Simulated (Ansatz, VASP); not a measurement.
# C in VASP and in Ansatz

The input INCAR:

```
PREC = Accurate
ENCUT = 520
EDIFF = 1E-6
ISMEAR = -1
SIGMA = 0.02
LREAL = False
LASPH = True
NELM = 120
ALGO = Normal
ISIF = 2
LWAVE = False
LCHARG = True
LDIPOL = True
IDIPOL = 3
DIPOL = 0.5 0.5 0.500
GGA = CA
LELF = True
LVHAR = True
LVACPOTAV = True
NBANDS = 21
GGA_COMPAT = False
NELMDL = -8
```

The input KPOINTS:

```
regular mesh
0
Gamma
  10 7 1
```

File POSCAR:

```
C
1.0
    2.4973237396      0.0000000000      0.0000000000
    0.0000000000      3.5317491022      0.0000000000
    0.0000000000      0.0000000000     18.4973000000
C
6
Direct
    0.7500000000      0.1250000000      0.4324949117
    0.2500000000      0.8750000000      0.4324949117
    0.2500000000      0.6250000000      0.5000000000
    0.7500000000      0.3750000000      0.5000000000
    0.7500000000      0.1250000000      0.5675050883
    0.2500000000      0.8750000000      0.5675050883
```

Input for Ansatz:

```yaml
crystal:
  lattice:
    - [2.4973237396, 0.0, 0.0]
    - [0.0, 3.5317491022, 0.0]
    - [0.0, 0.0, 18.4973]
  atoms:
    - { symbol: C, position: [0.75, 0.125, 0.4324949117] }
    - { symbol: C, position: [0.25, 0.875, 0.4324949117] }
    - { symbol: C, position: [0.25, 0.625, 0.5] }
    - { symbol: C, position: [0.75, 0.375, 0.5] }
    - { symbol: C, position: [0.75, 0.125, 0.5675050883] }
    - { symbol: C, position: [0.25, 0.875, 0.5675050883] }
kpoints:
  mp_grid: { grid: [10, 7, 1] }
scf:
  occupations: { method: fermi_dirac, width: 0.02 }
hamiltonian:
  xc: lda
  pseudopotentials: { kind: all_electron, lapw: { basis_error: 0.001 } }
output:
  forces: true
  stress: true
  eigenvalues: true
  populations: true
  dos: { projected: true, de: 0.2, e_range: [-14, 8] }
efield:
  axis: 3
  amplitude: 0
  dipole_correction: true
```

Alike in both runs: task single point; functional LDA; k mesh 10 × 7 × 1; occupations fermi-dirac, width 0.02 eV; no spin polarisation.

```csv
,VASP,Ansatz
version,VASP 6.6.1,Ansatz 0.2.0
potentials or method,"VASP PAW LDA potentials, release 64 (C), cutoff 520 eV","all-electron LAPW, scalar-relativistic"
```

|  | VASP | Ansatz | Ansatz less VASP |
| --- | --- | --- | --- |
| rms of the force components (eV/Å) | 2.233 | 2.249 | +0.0159 |

LDA's correlation is that of Perdew and Zunger in VASP and of Perdew and Wang (1992) in Ansatz. Atom by atom the forces differ by 0.026 eV/Å (rms over components). Ansatz ran all-electron here, and VASP with PAW potentials.
